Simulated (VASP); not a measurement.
# Al3BiO (P4mm) in VASP: further runs

Runs on Al3BiO. Level: PBE. Tasks: single point, relaxation of cell and atoms.

All numbers are computed with VASP 6.6.1; they aren't measurements. Logs are shortened: lines on timing, memory, paths and dates and some standing lists are left out, and cuts for length are marked.

## (1) The cell of the first run

It takes space group P4mm (No. 99, tetragonal). Conventional cell: a = 4.525 Å, b = 4.525 Å, c = 4.525 Å, α = 90.00°, β = 90.00°, γ = 90.00°. Al (site symmetry 2mm) has 2 Bi at 2.26 Å within 3.0 Å. Within 3.0 Å of Al (site symmetry 4mm) lie 2 Bi at 2.26 to 2.27 Å. Within 3.0 Å of Bi (site symmetry 4mm) lie 6 Al at 2.26 to 2.27 Å. Within 4.2 Å of O (site symmetry 4mm) lie 12 Al at 3.17 to 3.23 Å and 8 Bi at 3.90 to 3.94 Å.

## (2) Single point, PBE

Input file INCAR:

```
SYSTEM = Al3BiO
PREC = Accurate ; ENCUT = 520
EDIFF = 1E-7 ; ISMEAR = 0
SIGMA = 0.1 ; LREAL = .FALSE.
LASPH = .TRUE. ; NELM = 60
ALGO = Normal ; ISIF = 2
LWAVE = .FALSE. ; LCHARG = .FALSE.
GGA = PE ; NBANDS = 23
```

Input file KPOINTS:

```
regular mesh
0
G
  4 4 4
  0 0 0
```

Input file POSCAR:

```
Al3BiO
1.0
    4.5251281500      0.0000000000      0.0000000000
    0.0000000000      4.5251281500      0.0000000000
    0.0000000000      0.0000000000      4.5254413100
Al Bi O
3 1 1
Direct
    0.0000000000      0.5000000000      0.5136640100
    0.0000000000      0.0000000000      0.0140310000
    0.5000000000      0.0000000000      0.5136640100
    0.0000000000      0.0000000000      0.5146020100
    0.5000000000      0.5000000000      0.0057300000
```

Potentials or basis: VASP PAW PBE potentials, release 64 (Al, Bi_d, O).

The run is started by

```console
> cat potpaw_PBE.64/Al/POTCAR potpaw_PBE.64/Bi_d/POTCAR potpaw_PBE.64/O/POTCAR > POTCAR
> mpirun -np 1 vasp_std > vasp.out
```

OUTCAR:

```text
SYSTEM = Al3BiO
   PREC = Accurate
   ENCUT = 520
   EDIFF = 1E-7
   ISMEAR = 0
   LREAL = .FALSE.
   LASPH = .TRUE.
   NELM = 60
   ISIF = 2
   GGA = PE

 ion  position               nearest neighbor table
   1  0.000  0.500  0.514-   4 2.26   4 2.26   2 3.20   2 3.20   3 3.20   3 3.20   3 3.20   3 3.20
                             2 3.20   2 3.20
   2  0.000  0.000  0.014-   4 2.26   4 2.27   3 3.20   1 3.20   1 3.20   3 3.20   1 3.20   1 3.20
                             3 3.20   3 3.20
   3  0.500  0.000  0.514-   4 2.26   4 2.26   2 3.20   2 3.20   1 3.20   1 3.20   1 3.20   1 3.20
                             2 3.20   2 3.20
   4  0.000  0.000  0.515-   2 2.26   1 2.26   3 2.26   1 2.26   3 2.26   2 2.27
   5  0.500  0.500  0.006-

  LATTYP: Found a simple tetragonal cell.
 ALAT       =     4.5251281500
 C/A-ratio  =     1.0000692047

  Lattice vectors:

 A1 = (   4.5251281500,   0.0000000000,   0.0000000000)
 A2 = (   0.0000000000,   4.5251281500,   0.0000000000)
 A3 = (   0.0000000000,   0.0000000000,   4.5254413100)

Analysis of symmetry for initial positions (statically):
=====================================================================
 Subroutine PRICEL returns:
 Original cell was already a primitive cell.

 Routine SETGRP: Setting up the symmetry group for a
 simple tetragonal supercell.

 Subroutine GETGRP returns: Found  8 space group operations
 (whereof  8 operations were pure point group operations)
 out of a pool of 16 trial point group operations.

The static configuration has the point symmetry C_4v.

Analysis of symmetry for dynamics (positions and initial velocities):
=====================================================================
 Subroutine PRICEL returns:
 Original cell was already a primitive cell.

 Routine SETGRP: Setting up the symmetry group for a
 simple tetragonal supercell.

 Subroutine GETGRP returns: Found  8 space group operations
 (whereof  8 operations were pure point group operations)
 out of a pool of 16 trial point group operations.

The dynamic configuration has the point symmetry C_4v.

 Subroutine INISYM returns: Found  8 space group operations
 (whereof  8 operations are pure point group operations),
 and found     1 'primitive' translations

----------------------------------------------------------------------------------------

                                     Primitive cell

  volume of cell :      92.6665

  direct lattice vectors                    reciprocal lattice vectors
     4.525128150  0.000000000  0.000000000     0.220988217  0.000000000  0.000000000
     0.000000000  4.525128150  0.000000000     0.000000000  0.220988217  0.000000000
     0.000000000  0.000000000  4.525441310     0.000000000  0.000000000  0.220972924

  length of vectors
     4.525128150  4.525128150  4.525441310     0.220988217  0.220988217  0.220972924

  position of ions in fractional coordinates (direct lattice)
     0.000000000  0.500000000  0.513664010
     0.000000000  0.000000000  0.014031000
     0.500000000  0.000000000  0.513664010
     0.000000000  0.000000000  0.514602010
     0.500000000  0.500000000  0.005730000

  ion indices of the primitive-cell ions
   primitive index   ion index
                 1           1
                 2           2
                 3           3
                 4           4
                 5           5

----------------------------------------------------------------------------------------

 KPOINTS: regular mesh

Automatic generation of k-mesh.
 Grid dimensions read from file:
 generate k-points for:    4    4    4

 Generating k-lattice:

  Cartesian coordinates                     Fractional coordinates (reciprocal lattice)
     0.055247054  0.000000000  0.000000000     0.250000000  0.000000000  0.000000000
     0.000000000  0.055247054  0.000000000     0.000000000  0.250000000  0.000000000
     0.000000000  0.000000000  0.055243231     0.000000000  0.000000000  0.250000000

  Length of vectors
     0.055247054  0.055247054  0.055243231

  Shift w.r.t. Gamma in fractional coordinates (k-lattice)
     0.000000000  0.000000000  0.000000000

 Subroutine IBZKPT returns following result:
 ===========================================

 Found     18 irreducible k-points:

 Following reciprocal coordinates:
            Coordinates               Weight
  0.000000  0.000000  0.000000      1.000000
  0.250000  0.000000  0.000000      4.000000
  0.500000  0.000000  0.000000      2.000000
  0.250000  0.250000  0.000000      4.000000
  0.500000  0.250000  0.000000      4.000000
  0.500000  0.500000  0.000000      1.000000
[... 10 lines left out ...]
  0.500000  0.250000  0.500000      4.000000
  0.500000  0.500000  0.500000      1.000000
   k-points           NKPTS =     18   k-points in BZ     NKDIM =     18   number of bands    NBANDS=     23
   number of dos      NEDOS =    301   number of ions     NIONS =      5
   total plane-waves  NPLWV =  46656
   dimension x,y,z NGX =    36 NGY =   36 NGZ =   36
   dimension x,y,z NGXF=    72 NGYF=   72 NGZF=   72
   ions per type =               3   1   1
   NGX,Y,Z   is equivalent  to a cutoff of  13.23, 13.23, 13.22 a.u.
   NGXF,Y,Z  is equivalent  to a cutoff of  26.45, 26.45, 26.45 a.u.
 SYSTEM =  Al3BiO
   PREC   = accura    normal or accurate (medium, high low for compatibility)
   ISTART =      0    job   : 0-new  1-cont  2-samecut
   ICHARG =      2    charge: 1-file 2-atom 10-const
   ISPIN  =      1    spin polarized calculation?
   LNONCOLLINEAR =      F non collinear calculations
   LSORBIT =      F    spin-orbit coupling
   LASPH  =      T    aspherical Exc in radial PAW
   ENCUT  =  520.0 eV  38.22 Ry    6.18 a.u.   8.41  8.41  8.41*2*pi/ulx,y,z
   NELM   =     60;   NELMIN=  2; NELMDL= -5     # of ELM steps
   EDIFF  = 0.1E-06   stopping-criterion for ELM
   LREAL  =      F    real-space projection
   EDIFFG = 0.1E-05   stopping-criterion for IOM
   NSW    =      0    number of steps for IOM
   IBRION =     -1    ionic relax: 0-MD 1-quasi-New 2-CG
   NFREE  =      0    steps in history (QN), initial steepest desc. (CG)
   ISIF   =      2    stress and relaxation
   ISYM   =      2    0-nonsym 1-usesym 2-fastsym
   POTIM  = 0.5000    time-step for ionic-motion
   TEBEG  =    0.0;   TEEND  =   0.0 temperature during run
   PSTRESS=    0.0 pullay stress
   NELECT =      30.0000    total number of electrons
   NUPDOWN=      -1.0000    fix difference up-down
   EMIN   =  10.00;   EMAX   =-10.00  energy-range for DOS
   EFERMI =   0.00;   METHOD = LEGACY
   ISMEAR =     0;   SIGMA  =   0.10  broadening in eV -4-tet -1-fermi 0-gaus
   EFERMI_NEDOS =   21; number of points for ismear=-14 and -15
   IALGO  =     38    algorithm
   IMIX   =      4    mixing-type and parameters
     AMIX     =   0.40;   BMIX     =  1.00
     AMIX_MAG =   1.60;   BMIX_MAG =  1.00
  volume/ion in A,a.u.               =      18.53       125.07
  Fermi-wavevector in a.u.,A,eV,Ry     =   1.124107  2.124254 17.192549  1.263617
  Thomas-Fermi vector in A             =   2.260777
   LORBIT       =      0    0 simple, 1 ext, 2 COOP (PROOUT), +10 PAW based schemes
   GGA     = PE    functional components
   LHFCALC =     F    Hartree Fock is set to
   AEXX    =    0.0000 exact exchange contribution
   IVDW    =     0    specifies the selected vdW correction
   LEPSILON=     F    determine dielectric tensor
   LRPA    =     F    only Hartree local field effects (RPA)
 non-spin polarized calculation
 Gauss-broadening in eV      SIGMA  =   0.10
  energy-cutoff  :      520.00
  volume of cell :       92.67
 maximum number of plane-waves:      2517
 NGX is ok and might be reduce to    36
   NGX = 17   NGY = 17   NGZ = 17

 number of electron      30.0000009 magnetization

 Free energy of the ion-electron system (eV)
  ---------------------------------------------------
  ext. energy  EPLUGINS =         0.00000000
  ---------------------------------------------------
  free energy    TOTEN  =        -6.52130168 eV

  energy without entropy =       -6.48411363  energy(sigma->0) =       -6.50270766

 E-fermi :   7.5405     XC(G=0):  -9.9286

 val. band max:        7.4678676461   @ k =   0.2500   0.0000   0.2500
 cond. band min:       7.5562057817   @ k =   0.2500   0.2500   0.5000
 fundamental gap:      0.0883381356
 Fermi energy:         7.5404939564

 k-point     1 :       0.0000    0.0000    0.0000
  band No.  band energies     occupation
      1     -18.5076      2.00000
      2     -18.5072      2.00000
      3     -18.1073      2.00000
      4     -18.1070      2.00000
      5     -18.1070      2.00000
      6      -9.4038      2.00000
[... 15 lines left out ...]
     22      11.3738      0.00000
     23      11.4169      0.00000

 k-point     2 :       0.2500    0.0000    0.0000
  band No.  band energies     occupation
      1     -18.5071      2.00000
      2     -18.4875      2.00000
      3     -18.1075      2.00000
      4     -18.1073      2.00000
      5     -18.1069      2.00000
      6      -9.2433      2.00000
[... 15 lines left out ...]
     22      10.7149      0.00000
     23      11.6554      0.00000

 k-point     3 :       0.5000    0.0000    0.0000
  band No.  band energies     occupation
      1     -18.5069      2.00000
      2     -18.4675      2.00000
      3     -18.1077      2.00000
      4     -18.1075      2.00000
      5     -18.1067      2.00000
      6      -9.0354      2.00000
[... 15 lines left out ...]
     22      11.5648      0.00000
     23      11.9804      0.00000
[... 339 lines left out ...]
 k-point    17 :       0.5000    0.2500    0.5000
  band No.  band energies     occupation
      1     -18.4668      2.00000
      2     -18.4463      2.00000
      3     -18.1081      2.00000
      4     -18.1078      2.00000
      5     -18.1075      2.00000
      6      -8.9954      2.00000
[... 15 lines left out ...]
     22      12.3573      0.00000
     23      12.4313      0.00000

 k-point    18 :       0.5000    0.5000    0.5000
  band No.  band energies     occupation
      1     -18.4464      2.00000
      2     -18.4462      2.00000
      3     -18.1082      2.00000
      4     -18.1079      2.00000
      5     -18.1079      2.00000
      6      -8.9866      2.00000
[... 15 lines left out ...]
     22      12.6592      0.00000
     23      14.6879      0.00000

------------------------ aborting loop because EDIFF is reached ----------------------------------------

  FORCE on cell =-STRESS in cart. coord.  units (eV):
  Direction    XX          YY          ZZ          XY          YZ          ZX
  --------------------------------------------------------------------------------------
  -------------------------------------------------------------------------------------
  Total       26.3697385     26.3697385     26.3520216      0.0000000      0.0000000      0.0000000
  in kB      455.9253117    455.9253117    455.6189904      0.0000000      0.0000000      0.0000000
  external PRESSURE =     455.8232046 kB  Pullay stress =       0.0000000 kB

 VOLUME and BASIS-vectors are now :
 -----------------------------------------------------------------------------
  energy-cutoff  :      520.00
  volume of cell :       92.67
      direct lattice vectors                 reciprocal lattice vectors
     4.525128150  0.000000000  0.000000000     0.220988217  0.000000000  0.000000000
     0.000000000  4.525128150  0.000000000     0.000000000  0.220988217  0.000000000
     0.000000000  0.000000000  4.525441310     0.000000000  0.000000000  0.220972924

 POSITION                                       TOTAL-FORCE (eV/Angst)
 -----------------------------------------------------------------------------------
      0.00000      2.26256      2.32456         0.000000      0.000000      0.026142
      0.00000      0.00000      0.06350         0.000000      0.000000      0.097582
      2.26256      0.00000      2.32456        -0.000000     -0.000000      0.026142
      0.00000      0.00000      2.32880         0.000000      0.000000     -0.051473
      2.26256      2.26256      0.02593         0.000000      0.000000     -0.098394
 -----------------------------------------------------------------------------------
    total drift:                                0.000000     -0.000000     -0.000368

  FREE ENERGIE OF THE ION-ELECTRON SYSTEM (eV)
  ---------------------------------------------------
  free  energy   TOTEN  =        -6.5213016804 eV

  energy  without entropy=       -6.4841136317  energy(sigma->0) =       -6.50270766
```

It took 50 s on 1 thread of Intel Xeon Platinum 8259CL at 2.50GHz (Skylake/Cascade Lake), shared host; peak memory 0.22 GiB.

What came out:

| Quantity | Value |
| --- | --- |
| Free energy | -6.5213 eV |
| Pressure | 45.6 GPa |
| Largest force | 0.098 eV/Å |
| Band gap on the k mesh | zero (band 15 reaches 7.64 eV, above the bottom of band 16 at 5.48 eV) |

Forces on the atoms (eV/Å):
```
Al   0.000  0.000  0.026
Al   0.000  0.000  0.098
Al   0.000  0.000  0.026
Bi   0.000  0.000 -0.051
O    0.000  0.000 -0.098
```

Levels at points of the mesh, in eV from the Fermi level:
```csv
k point,band 13,band 14,band 15,band 16,band 17,band 18
"(0.00, 0.00, 0.00)",-2.85,-2.06,-2.06,-2.06,2.57,2.57
"(0.50, 0.00, 0.00)",-2.59,-2.19,-0.25,0.28,1.05,1.05
"(0.50, 0.50, 0.00)",-2.31,-2.24,-1.94,0.34,0.34,1.97
"(0.00, 0.00, 0.50)",-2.59,-2.19,-0.25,0.29,1.05,1.05
"(0.50, 0.00, 0.50)",-2.31,-2.25,-1.93,0.34,0.34,1.97
"(0.50, 0.50, 0.50)",-4.07,0.07,0.07,0.07,3.73,4.86
```

Caveat: spin-orbit coupling is left out, which moves the levels of the heavy elements.

## (3) Relaxation of cell and atoms, PBE

Input file INCAR:

```
SYSTEM = Al3BiO
ALGO = Normal
EDIFF = 1E-6
EDIFFG = -0.04
ENCUT = 600
GGA = PE
IBRION = 2
ISIF = 3
ISMEAR = 0
LASPH = .True.
LCHARG = .False.
LREAL = .False.
LWAVE = .False.
NELM = 80
NSW = 90
PREC = Accurate
SIGMA = 0.1
```

Input file KPOINTS:

```
k-points
0
Gamma
  4 4 4
  0 0 0
```

POSCAR is that of step 2.

Potentials or basis: VASP PAW PBE potentials, release 64 (Al, Bi_d, O).

The run is started by

```console
> cat potpaw_PBE.64/Al/POTCAR potpaw_PBE.64/Bi_d/POTCAR potpaw_PBE.64/O/POTCAR > POTCAR
> mpirun -np 1 vasp_std > vasp.out
```

Run time: 23 min. Hardware: 1 thread of Intel Xeon Platinum 8259CL at 2.50GHz (Skylake/Cascade Lake), shared host; peak memory 0.24 GiB.

Results (log left out):

* Free energy: -21.6393 eV
* Relaxed volume: 21.05 Å³/atom
* Relaxed cell: a = 3.957 Å, b = 3.957 Å, c = 6.720 Å, α = 90.00°, β = 90.00°, γ = 90.00°
* Space group after relaxing (to 0.05 Å): P4mm (No. 99)
* Energy gained by relaxing: 3023.3 meV/atom
* Ionic steps: 59
* Pressure after relaxing: 0.0 GPa
* Largest force after relaxing: 0.037 eV/Å
* Band gap on the k mesh: zero (band 15 reaches 6.26 eV, above the bottom of band 16 at 3.99 eV)

Forces on the atoms (eV/Å):
```
Al   0.000  0.000  0.015
Al   0.000  0.000  0.007
Al   0.000  0.000  0.015
Bi   0.000  0.000  0.001
O    0.000  0.000 -0.037
```

Step by step:
```tsv
step	energy change (eV)	largest force (eV/Å)	pressure (GPa)	volume (Å³)
1	0.0000	0.0985	45.59	92.67
3	-6.6887	0.0793	1.29	169.07
5	-6.7193	0.0757	0.25	175.64
7	-6.7213	0.1148	0.24	175.72
9	-6.7246	0.1321	0.04	177.10
11	-6.7274	0.1669	-0.26	179.29
13	-6.7414	0.2670	-0.42	180.27
15	-6.8552	0.6452	-1.10	184.20
17	-7.6607	1.9086	-4.60	200.52
19	-7.8336	2.4413	-5.44	205.93
21	-7.8406	2.5692	-5.60	207.36
23	-7.8412	2.5765	-5.61	207.43
25	-7.8434	2.6028	-5.64	207.73
27	-7.8449	2.7131	-5.75	208.91
29	-7.8484	2.6689	-5.71	208.42
31	-7.8725	2.6578	-5.73	208.15
33	-7.9689	2.6147	-5.78	207.07
35	-8.3534	2.4478	-6.02	202.76
37	-9.8453	1.8939	-6.88	185.85
39	-13.6725	2.1290	-5.35	123.91
41	-13.6784	1.8126	-6.93	130.05
43	-14.3737	1.6021	0.87	110.44
45	-14.6013	1.2449	2.49	106.92
47	-14.9222	1.1475	3.09	102.76
49	-15.0273	0.4918	-1.01	108.24
51	-15.0643	0.4095	-0.30	107.06
53	-15.1022	0.3561	0.17	105.79
55	-15.1143	0.0972	-0.26	105.93
57	-15.1157	0.0763	0.09	105.30
59	-15.1165	0.0374	0.04	105.25
```

Final structure:
```
CELL_PARAMETERS angstrom
3.95748 0.00000 0.00000
0.00000 3.95748 0.00000
0.00000 0.00000 6.72013
ATOMIC_POSITIONS crystal
Al 0.00000 0.50000 0.73537
Al 0.00000 0.00000 0.99606
Al 0.50000 0.00000 0.73537
Bi 0.00000 0.00000 0.39707
O 0.50000 0.50000 0.69782
```

Levels at points of the mesh, in eV from the Fermi level:
```
           k point  band 13  band 14  band 15  band 16  band 17  band 18
(0.00, 0.00, 0.00)     0.44     0.50     0.50     2.04     2.04     3.09
(0.50, 0.00, 0.00)    -3.02    -0.73    -0.19     0.50     2.63     3.33
(0.50, 0.50, 0.00)    -2.20    -2.20    -1.54    -1.54     2.37     2.37
(0.00, 0.00, 0.50)    -1.26     0.50     0.73     0.73     1.40     1.40
(0.50, 0.00, 0.50)    -1.86    -1.85     0.08     0.28     1.68     2.83
(0.50, 0.50, 0.50)    -2.67    -1.17    -1.17    -0.75     0.82     3.05
```

Caveat: spin-orbit coupling is left out, which moves the levels of the heavy elements.
